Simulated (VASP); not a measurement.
# SiC (P6_3mc) in VASP: a series of runs, part 2 of 2

VASP 6.6.1. Earlier steps stand in the parts before.

## (3) G0W0 quasiparticle levels, PBE

This run uses another cell than the first one, of 10.15 Å³/atom.

POSCAR

```
SiC
1.0
    3.0446026768      0.0000000000      0.0000000000
   -1.5223013384      2.6367032626      0.0000000000
    0.0000000000      0.0000000000      5.0572608845
Si C
2 2
Direct
    0.3333333333      0.6666666667      0.0002115789
    0.6666666667      0.3333333333      0.5002115789
    0.3333333333      0.6666666667      0.3747884211
    0.6666666667      0.3333333333      0.8747884211
```

INCAR.step1

```
PREC = Accurate
ENCUT = 500
EDIFF = 1E-8
ISMEAR = 0
SIGMA = 0.01
LREAL = F
LASPH = T
NELM = 80
ALGO = Normal
LWAVE = T
LCHARG = F
GGA = PE
```

INCAR.step2

```
PREC = Accurate
ENCUT = 500
EDIFF = 1E-8
ISMEAR = 0
SIGMA = 0.01
LREAL = F
LASPH = T
NELM = 1
ALGO = Exact
LWAVE = T
LCHARG = F
GGA = PE
NBANDS = 177
LOPTICS = T
ISTART = 1
```

INCAR.step3

```
PREC = Accurate
ENCUT = 500
EDIFF = 1E-8
ISMEAR = 0
SIGMA = 0.01
LREAL = F
LASPH = T
ALGO = EVGW0
LWAVE = F
LCHARG = F
GGA = PE
NELMGW = 1
NBANDS = 177
ENCUTGW = 150.0
NOMEGA = 96
PRECFOCK = Fast
ISTART = 1
NBANDSGW = 16
OMEGAMAX = 20
```

KPOINTS

```
Automatic mesh
0
Gamma
  6 6 4
```

Potentials or basis: VASP PAW PBE potentials, release 64 (Si_GW, C_GW).

Started as:

```bash
> cat potpaw_PBE.64/Si_GW/POTCAR potpaw_PBE.64/C_GW/POTCAR > POTCAR
> cp INCAR.step1 INCAR
> mpirun -np 1 vasp_std > vasp.out
> cp INCAR.step2 INCAR
> mpirun -np 1 vasp_std > vasp.out
> cp INCAR.step3 INCAR
> mpirun -np 1 vasp_std > vasp.out
```

OUTCAR:

```text
PREC = Accurate
   ENCUT = 500
   EDIFF = 1E-8
   ISMEAR = 0
   LREAL = F
   LASPH = T
   GGA = PE
   NELMGW = 1
   ENCUTGW = 150.0
   PRECFOCK = Fast
   ISTART = 1

 ion  position               nearest neighbor table
   1  0.333  0.667  0.000-   4 1.87   4 1.87   4 1.87   3 1.89   2 3.08   2 3.08   2 3.08   2 3.08
                             2 3.08   2 3.08
   2  0.667  0.333  0.500-   3 1.87   3 1.87   3 1.87   4 1.89   1 3.08   1 3.08   1 3.08   1 3.08
                             1 3.08   1 3.08
   3  0.333  0.667  0.375-   2 1.87   2 1.87   2 1.87   1 1.89
   4  0.667  0.333  0.875-   1 1.87   1 1.87   1 1.87   2 1.89

  LATTYP: Found a hexagonal cell.
 ALAT       =     3.0446026768
 C/A-ratio  =     1.6610577541

  Lattice vectors:

 A1 = (   3.0446026768,   0.0000000000,   0.0000000000)
 A2 = (  -1.5223013384,   2.6367032626,   0.0000000000)
 A3 = (   0.0000000000,   0.0000000000,   5.0572608845)

Analysis of symmetry for initial positions (statically):
=====================================================================
 Subroutine PRICEL returns:
 Original cell was already a primitive cell.

 Routine SETGRP: Setting up the symmetry group for a
 hexagonal supercell.

 Subroutine GETGRP returns: Found 12 space group operations
 (whereof  6 operations were pure point group operations)
 out of a pool of 24 trial point group operations.

The static configuration has the point symmetry C_3v.
 The point group associated with its full space group is C_6v.

Analysis of symmetry for dynamics (positions and initial velocities):
=====================================================================
 Subroutine PRICEL returns:
 Original cell was already a primitive cell.

 Routine SETGRP: Setting up the symmetry group for a
 hexagonal supercell.

 Subroutine GETGRP returns: Found 12 space group operations
 (whereof  6 operations were pure point group operations)
 out of a pool of 24 trial point group operations.

The dynamic configuration has the point symmetry C_3v.
 The point group associated with its full space group is C_6v.

 Subroutine INISYM returns: Found 12 space group operations
 (whereof  6 operations are pure point group operations),
 and found     1 'primitive' translations

----------------------------------------------------------------------------------------

                                     Primitive cell

  volume of cell :      40.5982

  direct lattice vectors                    reciprocal lattice vectors
     3.044602677  0.000000000  0.000000000     0.328450082  0.189630743  0.000000000
    -1.522301338  2.636703263  0.000000000     0.000000000  0.379261487  0.000000000
     0.000000000  0.000000000  5.057260884     0.000000000  0.000000000  0.197735498

  length of vectors
     3.044602677  3.044602677  5.057260884     0.379261487  0.379261487  0.197735498

  position of ions in fractional coordinates (direct lattice)
     0.333333333  0.666666667  0.000211579
     0.666666667  0.333333333  0.500211579
     0.333333333  0.666666667  0.374788421
     0.666666667  0.333333333  0.874788421

  ion indices of the primitive-cell ions
   primitive index   ion index
                 1           1
                 2           2
                 3           3
                 4           4

----------------------------------------------------------------------------------------

 KPOINTS: Automatic mesh

Automatic generation of k-mesh.
 Grid dimensions read from file:
 generate k-points for:    6    6    4

 Generating k-lattice:

  Cartesian coordinates                     Fractional coordinates (reciprocal lattice)
     0.054741680  0.031605124  0.000000000     0.166666667  0.000000000  0.000000000
     0.000000000  0.063210248  0.000000000     0.000000000  0.166666667  0.000000000
     0.000000000  0.000000000  0.049433875     0.000000000  0.000000000  0.250000000

  Length of vectors
     0.063210248  0.063210248  0.049433875

  Shift w.r.t. Gamma in fractional coordinates (k-lattice)
     0.000000000  0.000000000  0.000000000

 Subroutine IBZKPT returns following result:
 ===========================================

 Found     21 irreducible k-points:

 Following reciprocal coordinates:
            Coordinates               Weight
  0.000000  0.000000  0.000000      1.000000
  0.166667 -0.000000  0.000000      6.000000
  0.333333 -0.000000  0.000000      6.000000
  0.500000 -0.000000  0.000000      3.000000
  0.166667  0.166667  0.000000      6.000000
  0.333333  0.166667  0.000000     12.000000
[... 13 lines left out ...]
  0.333333  0.166667  0.500000     12.000000
  0.333333  0.333333  0.500000      2.000000
   k-points           NKPTS =     21   k-points in BZ     NKDIM =    144   number of bands    NBANDS=    177
   number of dos      NEDOS =    301   number of ions     NIONS =      4
   total plane-waves  NPLWV =  23040
   dimension x,y,z NGX =    24 NGY =   24 NGZ =   40
   dimension x,y,z NGXF=    48 NGYF=   48 NGZF=   80
   ions per type =               2   2
   NGX,Y,Z   is equivalent  to a cutoff of  13.10, 13.10, 13.15 a.u.
   NGXF,Y,Z  is equivalent  to a cutoff of  26.21, 26.21, 26.30 a.u.
 SYSTEM =  unknown system
   PREC   = accura    normal or accurate (medium, high low for compatibility)
   ISTART =      1    job   : 0-new  1-cont  2-samecut
   ICHARG =      0    charge: 1-file 2-atom 10-const
   ISPIN  =      1    spin polarized calculation?
   LNONCOLLINEAR =      F non collinear calculations
   LSORBIT =      F    spin-orbit coupling
   LASPH  =      T    aspherical Exc in radial PAW
   ENCUT  =  500.0 eV  36.75 Ry    6.06 a.u.   5.55  5.55  9.22*2*pi/ulx,y,z
   NELM   =     60;   NELMIN=  2; NELMDL=  0     # of ELM steps
   EDIFF  = 0.1E-07   stopping-criterion for ELM
   LREAL  =      F    real-space projection
   EDIFFG = 0.1E-06   stopping-criterion for IOM
   NSW    =      0    number of steps for IOM
   IBRION =     -1    ionic relax: 0-MD 1-quasi-New 2-CG
   NFREE  =      0    steps in history (QN), initial steepest desc. (CG)
   ISIF   =      0    stress and relaxation
   ISYM   =      3    0-nonsym 1-usesym 2-fastsym
   POTIM  = 0.5000    time-step for ionic-motion
   TEBEG  =    0.0;   TEEND  =   0.0 temperature during run
   PSTRESS=    0.0 pullay stress
   NELECT =      16.0000    total number of electrons
   NUPDOWN=      -1.0000    fix difference up-down
   EMIN   =  10.00;   EMAX   =-10.00  energy-range for DOS
   EFERMI =   0.00;   METHOD = LEGACY
   ISMEAR =     0;   SIGMA  =   0.01  broadening in eV -4-tet -1-fermi 0-gaus
   EFERMI_NEDOS =   21; number of points for ismear=-14 and -15
   IALGO  =     38    algorithm
   IMIX   =      4    mixing-type and parameters
     AMIX     =   0.40;   BMIX     =  1.00
     AMIX_MAG =   1.60;   BMIX_MAG =  1.00
  volume/ion in A,a.u.               =      10.15        68.49
  Fermi-wavevector in a.u.,A,eV,Ry     =   1.200270  2.268182 19.601219  1.440649
  Thomas-Fermi vector in A             =   2.336111
   LORBIT       =      0    0 simple, 1 ext, 2 COOP (PROOUT), +10 PAW based schemes
   GGA     = PE    functional components
   LHFCALC =     T    Hartree Fock is set to
   PRECFOCK=fast      Normal, Fast or Accurate (Low or Medium for compatibility)
   ENCUT4O =  -1.0   cutoff for four orbital integrals eV
   NKREDX  =     1    reduce k-point grid by
   NKREDY  =     1    reduce k-point grid by
   NKREDZ  =     1    reduce k-point grid by
   AEXX    =    1.0000 exact exchange contribution
   HFSCREEN=    0.0000 screening length (either q_TF or 0.3 A-1)
   HFSCREENC=   0.0000 screening length for correlation (either q_TF or 0.3 A-1)
   ENCUTFOCK=  -1.0 apply spherical cutoff to Coloumb kernel
   IVDW    =     0    specifies the selected vdW correction
   LEPSILON=     F    determine dielectric tensor
   LRPA    =     F    only Hartree local field effects (RPA)
   LRPAFORCE           =     F    calculate RPA forces
   ENCUTGW             = 150.0    cutoff for response function in eV
   ENCUTGWSOFT         = 120.0    soft cutoff for Coulomb kernel in GW response function in eV
   ENCUTLF             =  -1.0    cutoff for local field effects
   NELMGW              =     1    number of iterations in solving QP/BSE equation
   NELMHF              =     1    number of iterations in the inner HF iteration
   NKREDLFX            =     1    NKREDLFY  =   1   NKREDLFZ  =   1
 non-spin polarized calculation
 Gauss-broadening in eV      SIGMA  =   0.01
  energy-cutoff  :      500.00
  volume of cell :       40.60
 maximum number of plane-waves:      1051
 NGX is ok and might be reduce to    24
  NGX = 14; NGY = 14; NGZ = 24
   NGX = 11   NGY = 11   NGZ = 19
 maximum number of plane-waves:       183
 NGX is ok and might be reduce to    14

 QP shifts <psi_nk| G(iteration)W_0 |psi_nk>: iteration 1
 for sc-GW calculations column KS-energies equals QP-energies in previous step
 and V_xc(KS)=  KS-energies - (<T + V_ion + V_H > + <T+V_H+V_ion>^1  + <V_x>^1)

 k-point   1 :       0.0000    0.0000    0.0000
  band No.  KS-energies  QP-energies   sigma(KS)   V_xc(KS)     V^pw_x(r,r')   Z            occupation Imag(sigma)

      1      -7.5929      -8.6156     -14.2395     -12.7982     -21.8143       0.7096       2.0000       1.2989
      2      -4.0471      -4.9907     -15.1008     -13.8249     -21.8014       0.7396       2.0000       0.8537
      3      -0.7200      -1.6397     -13.3177     -12.0642     -17.9646       0.7337       2.0000       0.3266
      4       6.8932       6.2022     -15.3488     -14.4667     -17.5690       0.7834       2.0000       0.0317
      5       6.8932       6.2022     -15.3488     -14.4667     -17.5690       0.7834       2.0000       0.0317
      6       7.9327       7.3578     -15.5471     -14.8195     -17.3568       0.7900       2.0000       0.0270
[... 8 lines left out ...]
     15      17.2524      17.8843     -10.9997     -11.8086      -5.4229       0.7813       0.0000      -0.0955
     16      19.5569      20.2039     -12.2832     -13.1485      -5.6138       0.7477       0.0000      -0.2399
[... 384 lines left out ...]
      1      -2.6858      -3.5712     -15.5643     -14.3457     -21.9512       0.7266       2.0000       0.6496
      2      -2.6858      -3.5712     -15.5643     -14.3457     -21.9512       0.7266       2.0000       0.6496
      3       0.3511      -0.5356     -13.8314     -12.6216     -18.1500       0.7330       2.0000       0.2339
      4       0.3511      -0.5356     -13.8314     -12.6216     -18.1500       0.7330       2.0000       0.2339
      5       2.3901       1.4863     -13.4954     -12.2917     -16.8425       0.7509       2.0000       0.0975
      6       2.3901       1.4863     -13.4954     -12.2917     -16.8425       0.7509       2.0000       0.0975
[... 8 lines left out ...]
     15      19.9405      20.4374     -10.6372     -11.2684      -4.8427       0.7873       0.0000      -0.1702
     16      19.9405      20.4374     -10.6372     -11.2684      -4.8427       0.7873       0.0000      -0.1702
```

Run time: 20 min. Hardware: 1 thread of AMD EPYC 7R13 (Zen 3), shared host; peak memory 0.79 GiB.

Results:

| Quantity | Value |
| --- | --- |
| Quasiparticle gap | 2.92 eV |
| Least direct quasiparticle gap | 5.09 eV |
| Band gap of the starting levels on the mesh | 2.15 eV |
| Least direct gap of the starting levels on the mesh | 4.10 eV |

Caveat: the k points lie up to 0.40 Å⁻¹ apart; the cutoff is under 1.25 times the usual one of these potentials, so pressure, stress and relaxed cells hold a basis-set (Pulay) error; bands, screening cutoff and mesh are small and nothing is extrapolated, so the quasiparticle values aren't converged.
